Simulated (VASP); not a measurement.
Input of a VASP 6.6.1 run:

The input INCAR:

```
PREC = Accurate ; ENCUT = 520
EDIFF = 1E-6 ; ISMEAR = 0
SIGMA = 0.1 ; LREAL = Auto
LASPH = True ; NELM = 100
ALGO = Normal ; ISIF = 2
LWAVE = False ; LCHARG = False
LDIPOL = True ; IDIPOL = 3
DIPOL = 0.5 0.5 0.348 ; GGA = PE
NBANDS = 112
```

Contents of KPOINTS:

```
regular mesh
0
Gamma
  6 6 1
```

POSCAR

```
Ti16Si
1.0
    5.8763264169      0.0000000000      0.0000000000
   -2.9381632085      5.0890479580      0.0000000000
    0.0000000000      0.0000000000     22.4042080656
Ti Si
16 1
Direct
    0.3333333333      0.1666666667      0.1785378884
    0.3333333333      0.6666666667      0.1785378884
    0.8333333333      0.1666666667      0.1785378884
    0.8333333333      0.6666666667      0.1785378884
    0.1666666667      0.3333333333      0.2823234229
    0.1666666667      0.8333333333      0.2823234229
    0.6666666667      0.3333333333      0.2823234229
    0.6666666667      0.8333333333      0.2823234229
    0.3333333333      0.1666666667      0.3901740009
    0.3333333333      0.6666666667      0.3901740009
    0.8333333333      0.1666666667      0.3901740009
    0.8333333333      0.6666666667      0.3901740009
    0.1666666667      0.3333333333      0.4867035708
    0.1666666667      0.8333333333      0.4867035708
    0.6666666667      0.3333333333      0.4867035708
    0.6666666667      0.8333333333      0.4867035708
    0.5000000000      0.5000000000      0.5698903887
```

Potentials or basis: VASP PAW PBE potentials, release 64 (Ti_sv, Si).

Run with:

```console
$ cat potpaw_PBE.64/Ti_sv/POTCAR potpaw_PBE.64/Si/POTCAR > POTCAR
$ mpirun -np 1 vasp_std > vasp.out
```

Problem. Estimate the largest force.

Solution. 0.867 eV/Å.

Problem. Predict the band gap on the k mesh.

Solution. Zero (bands 98 and 99 overlap by 0.60 eV).

Forces on the atoms (eV/Å):
```
Ti   0.000  0.026  0.613
Ti   0.023 -0.013  0.613
Ti   0.000  0.000  0.633
Ti  -0.023 -0.013  0.613
Ti  -0.015 -0.008 -0.581
Ti   0.000  0.000 -0.588
Ti   0.015 -0.008 -0.581
Ti   0.000  0.017 -0.581
Ti   0.000 -0.057 -0.269
Ti  -0.049  0.028 -0.269
Ti   0.000  0.000 -0.408
Ti   0.049  0.028 -0.269
Ti   0.196  0.113  0.062
Ti   0.000  0.000  0.867
Ti  -0.196  0.113  0.062
Ti   0.000 -0.227  0.062
Si   0.000  0.000  0.024
```
